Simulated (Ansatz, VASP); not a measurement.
# One calculation of SrCdCl4, two programs

```
CELL_PARAMETERS angstrom
4.11817 0.00000 0.00000
-2.05909 3.56644 0.00000
0.00000 0.00000 11.45278
ATOMIC_POSITIONS crystal
Sr 0.00000 0.00000 0.00000
Cd 0.00000 0.00000 0.50000
Cl 0.33333 0.66667 0.86389
Cl 0.66667 0.33333 0.13611
Cl 0.33333 0.66667 0.38611
Cl 0.66667 0.33333 0.61389
```

Alike in both runs: task single point; functional r2SCAN; k mesh 6 × 6 × 2; occupations gaussian, width 0.02 eV; no spin polarisation.

|  | VASP | Ansatz |
| --- | --- | --- |
| version | VASP 6.6.1 | Ansatz 0.2.0 |
| potentials or method | VASP PAW PBE potentials, release 64 (Sr_sv, Cd, Cl), cutoff 520 eV | scalar-relativistic, plane waves, PAW |
| valence electrons in the cell | 50 | 58 |

```csv
,VASP,Ansatz,Ansatz less VASP
gap on the k mesh at the Fermi level (eV),3.96,3.98,+0.013
least direct gap on the mesh (eV),3.96,3.98,+0.013
pressure (GPa),0.4,0.3,-0.11
"traceless stress, the component that is largest in VASP (GPa)",0.14,0.18,+0.039
rms of the force components (eV/Å),0.022,0.032,+0.0099
```

VASP's potentials were made for PBE, not for r2SCAN. Atom by atom the forces differ by 0.012 eV/Å (rms over components). VASP's potentials hold 50 valence electrons a cell and Ansatz's 58, so a difference there can come from the potentials and not from the codes.
